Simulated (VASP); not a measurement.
Wanted: the native input for a VASP 6.6.1 run.

```
Task                   : relaxation of cell and atoms
Functional             : PBE
Potentials or basis    : VASP PAW PBE potentials, release 64 (Ge_d, Sb, Se)
Cutoff                 : 600 eV
k mesh                 : 3 × 3 × 4
Occupations            : gaussian, width 0.1 eV
Spin                   : no spin polarisation
Dipole correction      : no
Further INCAR settings : ALGO = Normal; EDIFF = 1e-06; IBRION = 2; EDIFFG = -0.04; NSW = 90; ISIF = 3
```

The structure of Ge3SbSe lies in POSCAR:

```
Ge3SbSe
1.0
    5.9485855900      0.0000000000      0.0000000000
   -2.9742928000      5.1516262400      0.0000000000
    0.0000000000      0.0000000000      4.0379074000
Ge Sb Se
3 1 1
Direct
    0.0000000000      0.0000000000      0.0000000000
    0.3333333300      0.6666666700      0.5000000000
    0.3333333300      0.6666666700      0.0000000000
    0.0000000000      0.0000000000      0.5000000000
    0.6666666700      0.3333333300      0.5000000000
```

The input as run:

INCAR

```
PREC     = Accurate       # precision mode
ENCUT    = 600            # plane-wave cutoff, eV
EDIFF    = 1E-6           # SCF threshold, eV
ISMEAR   = 0              # smearing method
SIGMA    = 0.1            # smearing width, eV
LREAL    = F              # projectors in reciprocal space
LASPH    = T              # aspherical terms in the spheres
NELM     = 60             # most SCF steps
ALGO     = Normal         # electronic algorithm
ISIF     = 3              # what is computed and relaxed
LWAVE    = F              # write WAVECAR
LCHARG   = F              # write CHGCAR
GGA      = PE             # functional
IBRION   = 2              # ionic algorithm
NSW      = 90             # ionic steps
EDIFFG   = -0.04          # ionic threshold
```

KPOINTS

```
Automatic mesh
0
Gamma
  3 3 4
```

Potentials or basis: VASP PAW PBE potentials, release 64 (Ge_d, Sb, Se).

Launch:

```sh
$ cat potpaw_PBE.64/Ge_d/POTCAR potpaw_PBE.64/Sb/POTCAR potpaw_PBE.64/Se/POTCAR > POTCAR
$ mpirun -np 1 vasp_std > vasp.out
```

It gave:

```json
{"Relaxed volume": "24.50 Å³/atom", "Relaxed cell": "a = 5.020 Å, b = 5.020 Å, c = 5.614 Å, α = 90.00°, β = 90.00°, γ = 120.00°", "Space group after relaxing (to 0.05 Å)": "P-6m2 (No. 187)", "Energy gained by relaxing": "2126.5 meV/atom", "Ionic steps": "11", "Pressure after relaxing": "0.0 GPa"}
```

Caveat: the k points lie up to 0.48 Å⁻¹ apart in the final cell.

It took 5.8 min on 1 thread of Intel(R) Xeon(R) Platinum 8488C (Sapphire Rapids), on a shared host, peak memory 0.29 GiB.
